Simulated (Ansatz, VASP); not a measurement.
## Two plane-wave programs on Cr

File INCAR:

```
PREC = Accurate
ENCUT = 520
EDIFF = 1E-6
ISMEAR = -1
SIGMA = 0.1
LREAL = False
LASPH = True
NELM = 80
ALGO = Normal
ISIF = 2
LWAVE = False
LCHARG = False
GGA = RP
NBANDS = 12
```

KPOINTS

```
Automatic mesh
0
Gamma
  17 17 17
```

POSCAR

```
Cr
1.0
    0.0000000000      1.8726433861      1.8726433861
    1.8726433861      0.0000000000      1.8726433861
    1.8726433861      1.8726433861      0.0000000000
Cr
1
Direct
    0.0000000000      0.0000000000      0.0000000000
```

Input for Ansatz:

```yaml
crystal:
  lattice:
    - [0.0, 1.8726433861, 1.8726433861]
    - [1.8726433861, 0.0, 1.8726433861]
    - [1.8726433861, 1.8726433861, 0.0]
  atoms:
    - { symbol: Cr, position: [0.0, 0.0, 0.0] }
hamiltonian:
  xc: rpbe
  pseudopotentials:
    kind: paw
    azcp:
      Cr: "pseudopotentials/Cr.paw.azcp"
basis:
  ecutwfc: 420
  fft_grid_basis: typed
kpoints:
  mp_grid: { grid: [17, 17, 17], shift: [0, 0, 0] }
magnetization:
  spin_polarized: false
scf:
  occupations: { method: fermi_dirac, width: 0.1 }
  lower_state_search: "off"
output:
  stress: true
```

Alike in both runs: task single point; functional RPBE; k mesh 17 × 17 × 17; occupations fermi-dirac, width 0.1 eV; no spin polarisation.

|  | VASP | Ansatz |
| --- | --- | --- |
| version | VASP 6.6.1 | Ansatz 0.2.0 |
| potentials or method | VASP PAW PBE potentials, release 64 (Cr_pv), cutoff 520 eV | plane waves (420 eV) with PAW, scalar-relativistic |
| valence electrons in the cell | 12 | 14 |

Ansatz gave:

```
pressure (GPa) : -14.6
```

Problem. Which values does VASP return?

Solution. Pressure (GPa): -14.8.

VASP's potentials were made for PBE, not for RPBE. VASP's potentials hold 12 valence electrons a cell and Ansatz's 14, so a difference there can come from the potentials and not from the codes.
